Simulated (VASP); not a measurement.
Set up this calculation in VASP 6.6.1, as the native input.

```yaml
Task: single point
Functional: PBE
Potentials_or_basis: VASP PAW PBE potentials, release 64 (Na_pv, Cl)
Cutoff: 520 eV
k_mesh: 6 × 6 × 6
Occupations: gaussian, width 0.1 eV
Spin: no spin polarisation
Dipole_correction: no
Further_INCAR_settings: ALGO = Normal; EDIFF = 1e-06; NBANDS = 14
```

The structure of NaCl lies in POSCAR:

```
NaCl
1.0
    0.0000000000      2.8100000000      2.8100000000
    2.8100000000      0.0000000000      2.8100000000
    2.8100000000      2.8100000000      0.0000000000
Na Cl
1 1
Direct
    0.0000000000      0.0000000000      0.0000000000
    0.5000000000      0.5000000000      0.5000000000
```

These files were run (other wordings do the same):

INCAR

```
SYSTEM = NaCl
ALGO     = Normal         ! electronic algorithm
EDIFF    = 1E-6           ! SCF threshold, eV
ENCUT    = 520            ! plane-wave cutoff, eV
GGA      = PE             ! functional
ISIF     = 2              ! what is computed and relaxed
ISMEAR   = 0              ! smearing method
LASPH    = .True.         ! aspherical terms in the spheres
LCHARG   = .False.        ! write CHGCAR
LREAL    = .False.        ! projectors in reciprocal space
LWAVE    = .False.        ! write WAVECAR
NBANDS   = 14             ! bands
NELM     = 60             ! most SCF steps
PREC     = Accurate       ! precision mode
SIGMA    = 0.1            ! smearing width, eV
```

KPOINTS

```
k-points
0
Gamma
  6 6 6
  0 0 0
```

Potentials or basis: VASP PAW PBE potentials, release 64 (Na_pv, Cl).

The run is started by

```console
$ cat potpaw_PBE.64/Na_pv/POTCAR potpaw_PBE.64/Cl/POTCAR > POTCAR
$ mpirun -np 1 vasp_std > vasp.out
```

Results of the run:

```json
{"Pressure": "1.0 GPa", "Band gap on the k mesh": "5.15 eV, direct"}
```

Wall time 5.6 s on 1 thread of Intel(R) Xeon(R) 6975P-C (Granite Rapids), on a shared host, peak memory 0.16 GiB.
